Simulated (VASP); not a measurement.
# HfN (Fm-3m) in VASP: a series of runs

HfN is run at these levels: PBE; tasks: relaxation of cell and atoms, single point.

All numbers are computed with VASP 6.6.1; they aren't measurements. Logs are shortened: lines on timing, memory, paths and dates and some standing lists are left out, and cuts for length are marked.

### 1 The cell of the first run

It takes space group Fm-3m (No. 225, cubic). Conventional cell: a = 4.549 Å, b = 4.549 Å, c = 4.549 Å, α = 90.00°, β = 90.00°, γ = 90.00°. Hf (site symmetry m-3m) has 6 N at 2.27 Å within 3.0 Å. N (site symmetry m-3m) has 6 Hf at 2.27 Å within 3.0 Å.

### 2 Relaxation of cell and atoms, PBE, target pressure 1 GPa, at which the enthalpy is minimised

INCAR

```
ALGO = Normal ; EDIFF = 1E-6
EDIFFG = -0.001 ; ENCUT = 600
GGA = PE ; IBRION = 2
ISIF = 3 ; ISMEAR = -1
LASPH = True ; LCHARG = False
LREAL = False ; LWAVE = False
NELM = 80 ; NSW = 80
PREC = Accurate ; PSTRESS = 10.0
SIGMA = 0.15
```

KPOINTS

```
k-points
0
Gamma
  16 16 16
```

POSCAR

```
HfN
1.0
    0.0000000000      2.2743602394      2.2743602394
    2.2743602394      0.0000000000      2.2743602394
    2.2743602394      2.2743602394      0.0000000000
Hf N
1 1
Direct
    0.0000000000      0.0000000000      0.0000000000
    0.5000000000      0.5000000000      0.5000000000
```

Potentials or basis: VASP PAW PBE potentials, release 64 (Hf_pv, N).

Started as:

```console
$ cat potpaw_PBE.64/Hf_pv/POTCAR potpaw_PBE.64/N/POTCAR > POTCAR
$ mpirun -np 1 vasp_std > vasp.out
```

OUTCAR:

```text
EDIFF = 1E-6
   EDIFFG = -0.001
   ENCUT = 600
   GGA = PE
   IBRION = 2
   ISIF = 3
   ISMEAR = -1
   LASPH = True
   LREAL = False
   NELM = 80
   NSW = 80
   PREC = Accurate
   PSTRESS = 10.0

 ion  position               nearest neighbor table
   1  0.000  0.000  0.000-   2 2.27   2 2.27   2 2.27   2 2.27   2 2.27   2 2.27
   2  0.500  0.500  0.500-   1 2.27   1 2.27   1 2.27   1 2.27   1 2.27   1 2.27

  LATTYP: Found a face centered cubic cell.
 ALAT       =     4.5487204788

  Lattice vectors:

 A1 = (   0.0000000000,   2.2743602394,   2.2743602394)
 A2 = (   2.2743602394,   0.0000000000,   2.2743602394)
 A3 = (   2.2743602394,   2.2743602394,   0.0000000000)

Analysis of symmetry for initial positions (statically):
=====================================================================
 Subroutine PRICEL returns:
 Original cell was already a primitive cell.

 Routine SETGRP: Setting up the symmetry group for a
 face centered cubic supercell.

 Subroutine GETGRP returns: Found 48 space group operations
[... 9 lines left out ...]

 Routine SETGRP: Setting up the symmetry group for a
 face centered cubic supercell.

 Subroutine GETGRP returns: Found 48 space group operations
[... 11 lines left out ...]
                                     Primitive cell

  volume of cell :      23.5292

  direct lattice vectors                    reciprocal lattice vectors
     0.000000000  2.274360239  2.274360239    -0.219842042  0.219842042  0.219842042
     2.274360239  0.000000000  2.274360239     0.219842042 -0.219842042  0.219842042
     2.274360239  2.274360239  0.000000000     0.219842042  0.219842042 -0.219842042

  length of vectors
     3.216431096  3.216431096  3.216431096     0.380777587  0.380777587  0.380777587

  position of ions in fractional coordinates (direct lattice)
     0.000000000  0.000000000  0.000000000
     0.500000000  0.500000000  0.500000000

  ion indices of the primitive-cell ions
   primitive index   ion index
                 1           1
                 2           2

----------------------------------------------------------------------------------------

 KPOINTS: k-points

Automatic generation of k-mesh.
 Grid dimensions read from file:
 generate k-points for:   16   16   16

 Generating k-lattice:

  Cartesian coordinates                     Fractional coordinates (reciprocal lattice)
    -0.013740128  0.013740128  0.013740128     0.062500000  0.000000000  0.000000000
     0.013740128 -0.013740128  0.013740128     0.000000000  0.062500000  0.000000000
     0.013740128  0.013740128 -0.013740128     0.000000000  0.000000000  0.062500000

  Length of vectors
     0.023798599  0.023798599  0.023798599

  Shift w.r.t. Gamma in fractional coordinates (k-lattice)
     0.000000000  0.000000000  0.000000000

 Subroutine IBZKPT returns following result:
 ===========================================

 Found    145 irreducible k-points:

 Following reciprocal coordinates:
            Coordinates               Weight
  0.000000  0.000000  0.000000      1.000000
  0.062500  0.000000  0.000000      8.000000
  0.125000  0.000000  0.000000      8.000000
  0.187500  0.000000  0.000000      8.000000
  0.250000  0.000000  0.000000      8.000000
  0.312500  0.000000  0.000000      8.000000
[... 16 lines left out ...]
 -0.125000  0.062500  0.000000     24.000000
 -0.062500  0.062500  0.000000     12.000000
 [... further k-points ...]
   k-points           NKPTS =    145   k-points in BZ     NKDIM =    145   number of bands    NBANDS=     11
   number of dos      NEDOS =    301   number of ions     NIONS =      2
   total plane-waves  NPLWV =  21952
   dimension x,y,z NGX =    28 NGY =   28 NGZ =   28
   dimension x,y,z NGXF=    56 NGYF=   56 NGZF=   56
   ions per type =               1   1
   NGX,Y,Z   is equivalent  to a cutoff of  14.47, 14.47, 14.47 a.u.
   NGXF,Y,Z  is equivalent  to a cutoff of  28.94, 28.94, 28.94 a.u.
 SYSTEM =  unknown system
   PREC   = accura    normal or accurate (medium, high low for compatibility)
   ISTART =      0    job   : 0-new  1-cont  2-samecut
   ICHARG =      2    charge: 1-file 2-atom 10-const
   ISPIN  =      1    spin polarized calculation?
   LNONCOLLINEAR =      F non collinear calculations
   LSORBIT =      F    spin-orbit coupling
   LASPH  =      T    aspherical Exc in radial PAW
   ENCUT  =  600.0 eV  44.10 Ry    6.64 a.u.   6.42  6.42  6.42*2*pi/ulx,y,z
   NELM   =     80;   NELMIN=  2; NELMDL= -5     # of ELM steps
   EDIFF  = 0.1E-05   stopping-criterion for ELM
   LREAL  =      F    real-space projection
   EDIFFG = -.1E-02   stopping-criterion for IOM
   NSW    =     80    number of steps for IOM
   IBRION =      2    ionic relax: 0-MD 1-quasi-New 2-CG
   NFREE  =      1    steps in history (QN), initial steepest desc. (CG)
   ISIF   =      3    stress and relaxation
   ISYM   =      2    0-nonsym 1-usesym 2-fastsym
   POTIM  = 0.5000    time-step for ionic-motion
   TEBEG  =    0.0;   TEEND  =   0.0 temperature during run
   PSTRESS=   10.0 pullay stress
   NELECT =      15.0000    total number of electrons
   NUPDOWN=      -1.0000    fix difference up-down
   EMIN   =  10.00;   EMAX   =-10.00  energy-range for DOS
   EFERMI =   0.00;   METHOD = LEGACY
   ISMEAR =    -1;   SIGMA  =   0.15  broadening in eV -4-tet -1-fermi 0-gaus
   EFERMI_NEDOS =   21; number of points for ismear=-14 and -15
   IALGO  =     38    algorithm
   IMIX   =      4    mixing-type and parameters
     AMIX     =   0.40;   BMIX     =  1.00
     AMIX_MAG =   1.60;   BMIX_MAG =  1.00
  volume/ion in A,a.u.               =      11.76        79.39
  Fermi-wavevector in a.u.,A,eV,Ry     =   1.408973  2.662573 27.010352  1.985205
  Thomas-Fermi vector in A             =   2.531076
   LORBIT       =      0    0 simple, 1 ext, 2 COOP (PROOUT), +10 PAW based schemes
   GGA     = PE    functional components
   LHFCALC =     F    Hartree Fock is set to
   AEXX    =    0.0000 exact exchange contribution
   IVDW    =     0    specifies the selected vdW correction
   LEPSILON=     F    determine dielectric tensor
   LRPA    =     F    only Hartree local field effects (RPA)
 conjugate gradient relaxation of ions
 non-spin polarized calculation
  energy-cutoff  :      600.00
  volume of cell :       23.53
 maximum number of plane-waves:       817
 NGX is ok and might be reduce to    28
   NGX = 13   NGY = 13   NGZ = 13

--------------------------------------- Ionic step        1  -------------------------------------------

 number of electron      15.0000000 magnetization

 Free energy of the ion-electron system (eV)
  ---------------------------------------------------
  ext. energy  EPLUGINS =         0.00000000
  ---------------------------------------------------
  free energy    TOTEN  =       -21.78100412 eV

  energy without entropy =      -21.73645242  energy(sigma->0) =      -21.75872827

------------------------ aborting loop because EDIFF is reached ----------------------------------------

  FORCE on cell =-STRESS in cart. coord.  units (eV):
  Direction    XX          YY          ZZ          XY          YZ          ZX
  --------------------------------------------------------------------------------------
  -------------------------------------------------------------------------------------
  Total       -0.3582721     -0.3582721     -0.3582721      0.0000000     -0.0000000      0.0000000
  in kB      -24.3958453    -24.3958453    -24.3958453      0.0000000     -0.0000000      0.0000000
  external PRESSURE =     -34.3958453 kB  Pullay stress =      10.0000000 kB

 VOLUME and BASIS-vectors are now :
 -----------------------------------------------------------------------------
  energy-cutoff  :      600.00
  volume of cell :       23.53
      direct lattice vectors                 reciprocal lattice vectors
     0.000000000  2.274360239  2.274360239    -0.219842042  0.219842042  0.219842042
     2.274360239  0.000000000  2.274360239     0.219842042 -0.219842042  0.219842042
     2.274360239  2.274360239  0.000000000     0.219842042  0.219842042 -0.219842042
[... 160 lines left out ...]
  FREE ENERGIE OF THE ION-ELECTRON SYSTEM (eV)
  ---------------------------------------------------
  free  energy   TOTEN  =       -21.7824287620 eV

  energy  without entropy=      -21.7385697507  energy(sigma->0) =      -21.76049926

  enthalpy is  TOTEN    =       -21.6374335687 eV   P V=        0.1449951932

--------------------------------------- Ionic step        6  -------------------------------------------

 number of electron      15.0000001 magnetization

 Free energy of the ion-electron system (eV)
  ---------------------------------------------------
  ext. energy  EPLUGINS =         0.00000000
  ---------------------------------------------------
  free energy    TOTEN  =       -21.78240513 eV

  energy without entropy =      -21.73855520  energy(sigma->0) =      -21.76048016

 E-fermi :   8.3232     XC(G=0): -12.6935

 val. band max:        8.3204092398   @ k =  -0.1250   0.0625   0.0000
 cond. band min:       8.3247572392   @ k =   0.3750   0.1250   0.0000
 fundamental gap:      0.0043479994
 Fermi energy:         8.3232235638

 k-point     1 :       0.0000    0.0000    0.0000
  band No.  band energies     occupation
      1     -22.8604      2.00000
      2     -22.8604      2.00000
      3     -22.8604      2.00000
      4      -9.1486      2.00000
      5       5.2990      2.00000
      6       5.2990      2.00000
      7       5.2990      2.00000
      8       7.9775      1.81850
      9       7.9775      1.81850
     10       7.9775      1.81850
     11      10.0450      0.00002

 k-point     2 :       0.0625    0.0000    0.0000
  band No.  band energies     occupation
      1     -22.8994      2.00000
      2     -22.8636      2.00000
      3     -22.8636      2.00000
      4      -9.0597      2.00000
      5       4.8939      2.00000
      6       5.0668      2.00000
      7       5.0668      2.00000
      8       8.0873      1.65642
      9       8.1111      1.60889
     10       8.1111      1.60889
     11      10.3391      0.00000
[... 295 lines left out ...]
 k-point    24 :      -0.0625    0.0625    0.0000
  band No.  band energies     occupation
      1     -22.9535      2.00000
      2     -22.8838      2.00000
      3     -22.8623      2.00000
      4      -8.9172      2.00000
      5       4.2860      2.00000
      6       4.6441      2.00000
      7       4.9534      2.00000
      8       8.1381      1.54918
      9       8.1503      1.52012
     10       8.5834      0.29997
     11      10.3331      0.00000

 [... further k-points ...]
[... 5 lines left out ...]
  --------------------------------------------------------------------------------------
  -------------------------------------------------------------------------------------
  Total        0.1442800      0.1442800      0.1442800      0.0000000     -0.0000000     -0.0000000
  in kB        9.9523171      9.9523171      9.9523171      0.0000000     -0.0000000     -0.0000000
  external PRESSURE =      -0.0476829 kB  Pullay stress =      10.0000000 kB

 VOLUME and BASIS-vectors are now :
 -----------------------------------------------------------------------------
  energy-cutoff  :      600.00
  volume of cell :       23.23
      direct lattice vectors                 reciprocal lattice vectors
    -0.000000000  2.264579259  2.264579259    -0.220791566  0.220791566  0.220791566
     2.264579259  0.000000000  2.264579259     0.220791566 -0.220791566  0.220791566
     2.264579259  2.264579259  0.000000000     0.220791566  0.220791566 -0.220791566

 POSITION                                       TOTAL-FORCE (eV/Angst)
 -----------------------------------------------------------------------------------
      2.26458      2.26458      0.00000         0.000000      0.000000     -0.000000
      2.26458      2.26458      2.26458        -0.000000     -0.000000      0.000000
 -----------------------------------------------------------------------------------
    total drift:                                0.000000      0.000000      0.000000

  FREE ENERGIE OF THE ION-ELECTRON SYSTEM (eV)
  ---------------------------------------------------
  free  energy   TOTEN  =       -21.7824051326 eV

  energy  without entropy=      -21.7385551962  energy(sigma->0) =      -21.76048016

  enthalpy is  TOTEN    =       -21.6374338473 eV   P V=        0.1449712853

 reached required accuracy - stopping structural energy minimisation
```

It took 98 s on 1 thread of Intel Xeon Platinum 8559C (Emerald Rapids), shared host; peak memory 0.21 GiB.

Results:

```
Free energy                                            : -21.7824 eV
Relaxed volume                                         : 11.61 Å³/atom
Relaxed cell                                           : a = 3.203 Å, b = 3.203 Å, c = 3.203 Å, α = 60.00°, β = 60.00°, γ = 60.00°
Space group after relaxing (to 0.05 Å)                 : Fm-3m (No. 225)
Energy change on relaxing (the enthalpy is what falls) : -0.7 meV/atom
Ionic steps                                            : 6
Pressure after relaxing                                : 1.0 GPa
```

The path:
| step | energy change (eV) | largest force (eV/Å) | pressure (GPa) | volume (Å³) |
| --- | --- | --- | --- | --- |
| 1 | 0.0000 | 0.0000 | -2.44 | 23.53 |
| 2 | 0.0135 | 0.0000 | 7.89 | 22.68 |
| 3 | -0.0014 | 0.0000 | 0.98 | 23.23 |
| 4 | -0.0014 | 0.0000 | 1.04 | 23.22 |
| 5 | -0.0014 | 0.0000 | 0.97 | 23.23 |
| 6 | -0.0014 | 0.0000 | 1.00 | 23.23 |

Final structure:
```
CELL_PARAMETERS angstrom
0.00000 2.26458 2.26458
2.26458 0.00000 2.26458
2.26458 2.26458 0.00000
ATOMIC_POSITIONS crystal
Hf 0.00000 0.00000 0.00000
N 0.50000 0.50000 0.50000
```

Caveat: the cell is relaxed towards a set pressure, so the enthalpy falls and the energy may rise; spin-orbit coupling is left out, which moves the levels of the heavy elements.

[end of part 1 of 2]
